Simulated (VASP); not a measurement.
# BN (P6_3/mmc) in VASP: settings compared

The runs below take BN through single point, relaxation of cell and atoms, with r2SCAN, PBE.

Program: VASP 6.6.1. These are calculated values, not measurements. Logs are shortened: lines on timing, memory, paths and dates and some standing lists are left out, and cuts for length are marked.

## (1) The cell of the first run

Symmetry: P6_3/mmc, No. 194, hexagonal system. Conventional cell: a = 2.491 Å, b = 2.491 Å, c = 4.001 Å, α = 90.00°, β = 90.00°, γ = 120.00°. B (site symmetry -3m) has 6 N at 1.75 Å and 2 B at 2.00 Å within 2.3 Å. N (site symmetry -6m2) has 6 B at 1.75 Å within 2.3 Å.

## (2) Single point, r2SCAN

Contents of POSCAR:

```
BN
1.0
    2.4913353474      0.0000000000      0.0000000000
   -1.2456676737      2.1575597002      0.0000000000
    0.0000000000      0.0000000000      4.0010591824
B N
2 2
Direct
    0.0000000000      0.0000000000      0.0000000000
    0.0000000000      0.0000000000      0.5000000000
    0.3333333333      0.6666666667      0.2500000000
    0.6666666667      0.3333333333      0.7500000000
```

Contents of INCAR.step1:

```
  PREC = Accurate
  ENCUT = 520
  ISMEAR = 0
  SIGMA = 0.01
  LREAL = False
  LASPH = True
  NELM = 80
  NBANDS = 16
  GGA = PE
  ALGO = Normal
  EDIFF = 1E-4
  LWAVE = True
  LCHARG = False
```

Contents of INCAR.step2:

```
  PREC = Accurate
  ENCUT = 520
  EDIFF = 1E-7
  ISMEAR = 0
  SIGMA = 0.01
  LREAL = False
  LASPH = True
  NELM = 80
  ALGO = Normal
  ISIF = 2
  LWAVE = False
  LCHARG = False
  METAGGA = R2SCAN
  LMIXTAU = True
  NBANDS = 16
  ISTART = 1
```

Contents of KPOINTS:

```
regular mesh
0
Gamma
  12 12 6
```

Potentials or basis: VASP PAW PBE potentials, release 64 (B, N).

Launch:

```sh
$ cat potpaw_PBE.64/B/POTCAR potpaw_PBE.64/N/POTCAR > POTCAR
$ cp INCAR.step1 INCAR
$ mpirun -np 1 vasp_std > vasp.out
$ cp INCAR.step2 INCAR
$ mpirun -np 1 vasp_std > vasp.out
```

OUTCAR:

```text
PREC = Accurate
   ENCUT = 520
   EDIFF = 1E-7
   ISMEAR = 0
   LREAL = False
   LASPH = True
   NELM = 80
   ISIF = 2
   METAGGA = R2SCAN
   ISTART = 1

 ion  position               nearest neighbor table
   1  0.000  0.000  0.000-   3 1.75   4 1.75   4 1.75   3 1.75   4 1.75   3 1.75   2 2.00   2 2.00

   2  0.000  0.000  0.500-   3 1.75   4 1.75   4 1.75   3 1.75   4 1.75   3 1.75   1 2.00   1 2.00

   3  0.333  0.667  0.250-   1 1.75   2 1.75   1 1.75   2 1.75   1 1.75   2 1.75
   4  0.667  0.333  0.750-   1 1.75   2 1.75   1 1.75   2 1.75   1 1.75   2 1.75

  LATTYP: Found a hexagonal cell.
 ALAT       =     2.4913353474
 C/A-ratio  =     1.6059898105

  Lattice vectors:

 A1 = (   2.4913353474,   0.0000000000,   0.0000000000)
 A2 = (  -1.2456676737,   2.1575597002,   0.0000000000)
 A3 = (   0.0000000000,   0.0000000000,   4.0010591824)

Analysis of symmetry for initial positions (statically):
=====================================================================
 Subroutine PRICEL returns:
 Original cell was already a primitive cell.

 Routine SETGRP: Setting up the symmetry group for a
 hexagonal supercell.

 Subroutine GETGRP returns: Found 24 space group operations
 (whereof 12 operations were pure point group operations)
 out of a pool of 24 trial point group operations.

The static configuration has the point symmetry D_3d.
 The point group associated with its full space group is D_6h.

Analysis of symmetry for dynamics (positions and initial velocities):
=====================================================================
 Subroutine PRICEL returns:
 Original cell was already a primitive cell.

 Routine SETGRP: Setting up the symmetry group for a
 hexagonal supercell.

 Subroutine GETGRP returns: Found 24 space group operations
 (whereof 12 operations were pure point group operations)
 out of a pool of 24 trial point group operations.

The dynamic configuration has the point symmetry D_3d.
 The point group associated with its full space group is D_6h.

 Subroutine INISYM returns: Found 24 space group operations
 (whereof 12 operations are pure point group operations),
 and found     1 'primitive' translations

----------------------------------------------------------------------------------------

                                     Primitive cell

  volume of cell :      21.5065

  direct lattice vectors                    reciprocal lattice vectors
     2.491335347  0.000000000  0.000000000     0.401391166  0.231743298  0.000000000
    -1.245667674  2.157559700  0.000000000     0.000000000  0.463486595  0.000000000
     0.000000000  0.000000000  4.001059182     0.000000000  0.000000000  0.249933819

  length of vectors
     2.491335347  2.491335347  4.001059182     0.463486595  0.463486595  0.249933819

  position of ions in fractional coordinates (direct lattice)
     0.000000000  0.000000000  0.000000000
     0.000000000  0.000000000  0.500000000
     0.333333333  0.666666667  0.250000000
     0.666666667  0.333333333  0.750000000

  ion indices of the primitive-cell ions
   primitive index   ion index
                 1           1
                 2           2
                 3           3
                 4           4

----------------------------------------------------------------------------------------

 KPOINTS: regular mesh

Automatic generation of k-mesh.
 Grid dimensions read from file:
 generate k-points for:   12   12    6

 Generating k-lattice:

  Cartesian coordinates                     Fractional coordinates (reciprocal lattice)
     0.033449264  0.019311941  0.000000000     0.083333333  0.000000000  0.000000000
     0.000000000  0.038623883  0.000000000     0.000000000  0.083333333  0.000000000
     0.000000000  0.000000000  0.041655636     0.000000000  0.000000000  0.166666667

  Length of vectors
     0.038623883  0.038623883  0.041655636

  Shift w.r.t. Gamma in fractional coordinates (k-lattice)
     0.000000000  0.000000000  0.000000000

 Subroutine IBZKPT returns following result:
 ===========================================

 Found     76 irreducible k-points:

 Following reciprocal coordinates:
            Coordinates               Weight
  0.000000  0.000000  0.000000      1.000000
  0.083333  0.000000  0.000000      6.000000
  0.166667  0.000000  0.000000      6.000000
  0.250000  0.000000  0.000000      6.000000
  0.333333  0.000000  0.000000      6.000000
  0.416667  0.000000  0.000000      6.000000
[... 16 lines left out ...]
  0.250000  0.000000  0.166667     12.000000
  0.333333  0.000000  0.166667     12.000000
 [... further k-points ...]
   k-points           NKPTS =     76   k-points in BZ     NKDIM =     76   number of bands    NBANDS=     16
   number of dos      NEDOS =    301   number of ions     NIONS =      4
   total plane-waves  NPLWV =  12000
   dimension x,y,z NGX =    20 NGY =   20 NGZ =   30
   dimension x,y,z NGXF=    40 NGYF=   40 NGZF=   60
   ions per type =               2   2
   NGX,Y,Z   is equivalent  to a cutoff of  13.35, 13.35, 12.47 a.u.
   NGXF,Y,Z  is equivalent  to a cutoff of  26.69, 26.69, 24.93 a.u.
 SYSTEM =  unknown system
   PREC   = accura    normal or accurate (medium, high low for compatibility)
   ISTART =      1    job   : 0-new  1-cont  2-samecut
   ICHARG =      0    charge: 1-file 2-atom 10-const
   ISPIN  =      1    spin polarized calculation?
   LNONCOLLINEAR =      F non collinear calculations
   LSORBIT =      F    spin-orbit coupling
   LASPH  =      T    aspherical Exc in radial PAW
   ENCUT  =  520.0 eV  38.22 Ry    6.18 a.u.   4.63  4.63  7.44*2*pi/ulx,y,z
   NELM   =     80;   NELMIN=  2; NELMDL=  0     # of ELM steps
   EDIFF  = 0.1E-06   stopping-criterion for ELM
   LREAL  =      F    real-space projection
   EDIFFG = 0.1E-05   stopping-criterion for IOM
   NSW    =      0    number of steps for IOM
   IBRION =     -1    ionic relax: 0-MD 1-quasi-New 2-CG
   NFREE  =      0    steps in history (QN), initial steepest desc. (CG)
   ISIF   =      2    stress and relaxation
   ISYM   =      2    0-nonsym 1-usesym 2-fastsym
   POTIM  = 0.5000    time-step for ionic-motion
   TEBEG  =    0.0;   TEEND  =   0.0 temperature during run
   PSTRESS=    0.0 pullay stress
   NELECT =      16.0000    total number of electrons
   NUPDOWN=      -1.0000    fix difference up-down
   EMIN   =  10.00;   EMAX   =-10.00  energy-range for DOS
   EFERMI =   0.00;   METHOD = LEGACY
   ISMEAR =     0;   SIGMA  =   0.01  broadening in eV -4-tet -1-fermi 0-gaus
   EFERMI_NEDOS =   21; number of points for ismear=-14 and -15
   IALGO  =     38    algorithm
   IMIX   =      4    mixing-type and parameters
     AMIX     =   0.40;   BMIX     =  1.00
     AMIX_MAG =   1.60;   BMIX_MAG =  1.00
  volume/ion in A,a.u.               =       5.38        36.28
  Fermi-wavevector in a.u.,A,eV,Ry     =   1.483400  2.803219 29.939272  2.200474
  Thomas-Fermi vector in A             =   2.597066
   LORBIT       =      0    0 simple, 1 ext, 2 COOP (PROOUT), +10 PAW based schemes
   METAGGA = R2SCAN    functional components
   LHFCALC =     F    Hartree Fock is set to
   AEXX    =    0.0000 exact exchange contribution
   IVDW    =     0    specifies the selected vdW correction
   LEPSILON=     F    determine dielectric tensor
   LRPA    =     F    only Hartree local field effects (RPA)
 non-spin polarized calculation
 Gauss-broadening in eV      SIGMA  =   0.01
  energy-cutoff  :      520.00
  volume of cell :       21.51
 maximum number of plane-waves:       592
 NGX is ok and might be reduce to    20
   NGX =  9   NGY =  9   NGZ = 15

 number of electron      15.9999997 magnetization

 Free energy of the ion-electron system (eV)
  ---------------------------------------------------
  ext. energy  EPLUGINS =         0.00000000
  ---------------------------------------------------
  free energy    TOTEN  =       -30.83756319 eV

  energy without entropy =      -30.83756319  energy(sigma->0) =      -30.83756319

 E-fermi :  10.1002     XC(G=0): -14.6235

 val. band max:       10.0471390761   @ k =   0.1667   0.0000   0.0000
 cond. band min:      11.8628554949   @ k =   0.3333   0.3333   0.0000
 fundamental gap:      1.8157164189
 Fermi energy:        10.1002492011

 k-point     1 :       0.0000    0.0000    0.0000
  band No.  band energies     occupation
      1     -13.4315      2.00000
      2      -8.1332      2.00000
      3      -2.6671      2.00000
      4       8.5955      2.00000
      5       8.5955      2.00000
      6       9.3277      2.00000
[... 8 lines left out ...]
     15      26.2189      0.00000
     16      26.3303      0.00000

 k-point     2 :       0.0833    0.0000    0.0000
  band No.  band energies     occupation
      1     -13.2526      2.00000
      2      -7.9694      2.00000
      3      -2.5077      2.00000
      4       7.1913      2.00000
      5       7.7974      2.00000
      6       9.0128      2.00000
[... 8 lines left out ...]
     15      25.6793      0.00000
     16      26.3775      0.00000

 k-point     3 :       0.1667    0.0000    0.0000
  band No.  band energies     occupation
      1     -12.7193      2.00000
      2      -7.4917      2.00000
      3      -2.0340      2.00000
      4       4.6623      2.00000
      5       6.6554      2.00000
      6       7.5846      2.00000
[... 8 lines left out ...]
     15      24.6956      0.00000
     16      25.9821      0.00000

 k-point     4 :       0.2500    0.0000    0.0000
  band No.  band energies     occupation
      1     -11.8431      2.00000
      2      -6.7591      2.00000
      3      -1.2633      2.00000
      4       1.9983      2.00000
      5       5.5768      2.00000
      6       5.6152      2.00000
[... 8 lines left out ...]
     15      23.6929      0.00000
     16      26.0360      0.00000
[... 324 lines left out ...]
 k-point    22 :       0.1667    0.0000    0.1667
  band No.  band energies     occupation
      1     -12.5163      2.00000
      2      -8.2531      2.00000
      3      -0.9561      2.00000
      4       4.8327      2.00000
      5       6.8274      2.00000
      6       7.2459      2.00000
[... 8 lines left out ...]
     15      23.4414      0.00000
     16      26.0930      0.00000

 k-point    23 :       0.2500    0.0000    0.1667
  band No.  band energies     occupation
      1     -11.6422      2.00000
      2      -7.4765      2.00000
      3      -0.3390      2.00000
      4       2.2683      2.00000
      5       5.1105      2.00000
      6       5.8105      2.00000
[... 8 lines left out ...]
     15      22.6142      0.00000
     16      26.2507      0.00000

 k-point    24 :       0.3333    0.0000    0.1667
  band No.  band energies     occupation
      1     -10.4579      2.00000
      2      -6.5635      2.00000
      3      -0.7050      2.00000
      4       1.1355      2.00000
      5       2.9215      2.00000
      6       5.0179      2.00000
[... 8 lines left out ...]
     15      23.8103      0.00000
     16      26.5107      0.00000

 [... further k-points ...]

------------------------ aborting loop because EDIFF is reached ----------------------------------------

  FORCE on cell =-STRESS in cart. coord.  units (eV):
  Direction    XX          YY          ZZ          XY          YZ          ZX
  --------------------------------------------------------------------------------------
  -------------------------------------------------------------------------------------
  Total        0.0543267      0.0543267      0.0333407      0.0000000      0.0000000      0.0000000
  in kB        4.0471930      4.0471930      2.4837909      0.0000000      0.0000000      0.0000000
  external PRESSURE =       3.5260590 kB  Pullay stress =       0.0000000 kB

 VOLUME and BASIS-vectors are now :
 -----------------------------------------------------------------------------
  energy-cutoff  :      520.00
  volume of cell :       21.51
      direct lattice vectors                 reciprocal lattice vectors
     2.491335347  0.000000000  0.000000000     0.401391166  0.231743298  0.000000000
    -1.245667674  2.157559700  0.000000000     0.000000000  0.463486595  0.000000000
     0.000000000  0.000000000  4.001059182     0.000000000  0.000000000  0.249933819

 POSITION                                       TOTAL-FORCE (eV/Angst)
 -----------------------------------------------------------------------------------
      0.00000      0.00000      0.00000        -0.000000      0.000000     -0.000000
      0.00000      0.00000      2.00053        -0.000000      0.000000     -0.000000
     -0.00000      1.43837      1.00026        -0.000000      0.000000      0.000000
      1.24567      0.71919      3.00079         0.000000      0.000000      0.000000
 -----------------------------------------------------------------------------------
    total drift:                                0.000000     -0.000000      0.000000

  FREE ENERGIE OF THE ION-ELECTRON SYSTEM (eV)
  ---------------------------------------------------
  free  energy   TOTEN  =       -30.8375631941 eV

  energy  without entropy=      -30.8375631941  energy(sigma->0) =      -30.83756319
```

Wall time 50 s (1 thread of Intel Xeon 6975P-C (Granite Rapids), shared host); peak memory 0.14 GiB.

What came out:

| Quantity | Value |
| --- | --- |
| Free energy | -30.8376 eV |
| Pressure | 0.4 GPa |
| Band gap on the k mesh | 1.82 eV, indirect (least direct gap 5.67 eV) |

Levels at points of the mesh, in eV from the valence-band top:
| k point | band 5 | band 6 | band 7 | band 8 | band 9 | band 10 | band 11 | band 12 |
| --- | --- | --- | --- | --- | --- | --- | --- | --- |
| (0.00, 0.00, 0.00) | -1.45 | -0.72 | -0.72 | -0.15 | 6.34 | 8.67 | 9.23 | 9.23 |
| (0.50, 0.00, 0.00) | -8.58 | -5.91 | -4.51 | -0.62 | 5.99 | 6.02 | 6.56 | 6.99 |
| (0.00, 0.00, 0.50) | -0.97 | -0.97 | -0.97 | -0.97 | 7.64 | 7.64 | 8.54 | 8.54 |
| (0.50, 0.00, 0.50) | -4.03 | -4.03 | -3.43 | -3.43 | 5.27 | 5.27 | 8.26 | 8.26 |

Caveat: the PAW data sets were made with another functional, which shifts forces and pressure a little.

(Part 1 of 2 ends here.)
